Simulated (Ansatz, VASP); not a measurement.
# SrO in VASP and in Ansatz

Contents of POSCAR:

```
SrO
1.0
    0.0000000000      2.6054378709      2.6054378709
    2.6054378709      0.0000000000      2.6054378709
    2.6054378709      2.6054378709      0.0000000000
Sr O
1 1
Direct
    0.5000000000      0.5000000000      0.5000000000
    0.0000000000      0.0000000000      0.0000000000
```

The input INCAR.step1:

```
SYSTEM = SrO
PREC     = Accurate       ! precision mode
ENCUT    = 520            ! plane-wave cutoff, eV
ISMEAR   = 0              ! smearing method
SIGMA    = 0.01           ! smearing width, eV
LREAL    = .FALSE.        ! projectors in reciprocal space
LASPH    = .TRUE.         ! aspherical terms in the spheres
NELM     = 80             ! most SCF steps
NBANDS   = 15             ! bands
GGA      = PE             ! functional
ALGO     = Normal         ! electronic algorithm
EDIFF    = 1E-4           ! SCF threshold, eV
LWAVE    = .TRUE.         ! write WAVECAR
LCHARG   = .FALSE.        ! write CHGCAR
```

File INCAR.step2:

```
SYSTEM = SrO
PREC     = Accurate       ! precision mode
ENCUT    = 520            ! plane-wave cutoff, eV
EDIFF    = 1E-6           ! SCF threshold, eV
ISMEAR   = 0              ! smearing method
SIGMA    = 0.01           ! smearing width, eV
LREAL    = .FALSE.        ! projectors in reciprocal space
LASPH    = .TRUE.         ! aspherical terms in the spheres
NELM     = 80             ! most SCF steps
ALGO     = Normal         ! electronic algorithm
ISIF     = 2              ! what is computed and relaxed
LWAVE    = .FALSE.        ! write WAVECAR
LCHARG   = .FALSE.        ! write CHGCAR
METAGGA  = R2SCAN         ! meta-GGA
LMIXTAU  = .TRUE.       
NBANDS   = 15             ! bands
ISTART   = 1
```

The input KPOINTS:

```
regular mesh
0
G
  8 8 8
  0 0 0
```

Input for Ansatz:

```yaml
crystal:
  lattice:
    - [0.0, 2.6054378709, 2.6054378709]
    - [2.6054378709, 0.0, 2.6054378709]
    - [2.6054378709, 2.6054378709, 0.0]
  atoms:
    - { symbol: Sr, position: [0.5, 0.5, 0.5] }
    - { symbol: O, position: [0.0, 0.0, 0.0] }
kpoints:
  mp_grid: { grid: [8, 8, 8] }
hamiltonian:
  xc: r2scan
scf:
  occupations: { method: fixed }
  n_extra_bands: 4
output:
  forces: true
  stress: true
  eigenvalues: true
```

Alike in both runs: task single point; functional r2SCAN; k mesh 8 × 8 × 8; no spin polarisation.

```csv
,VASP,Ansatz
version,VASP 6.6.1,Ansatz 0.2.0
potentials or method,"VASP PAW PBE potentials, release 64 (Sr_sv, O)","plane waves, PAW"
plane-wave cutoff (eV),520,500
occupations,"gaussian, width 0.01 eV",fixed
valence electrons in the cell,16,16
```

Ansatz gave:

* gap on the k mesh at the Fermi level (eV): 3.81
* pressure (GPa): -2.6

Problem. What did VASP give for the same quantities?

Solution. gap on the k mesh at the Fermi level (eV): 3.76; pressure (GPa): -2.1.

VASP's potentials were made for PBE, not for r2SCAN.
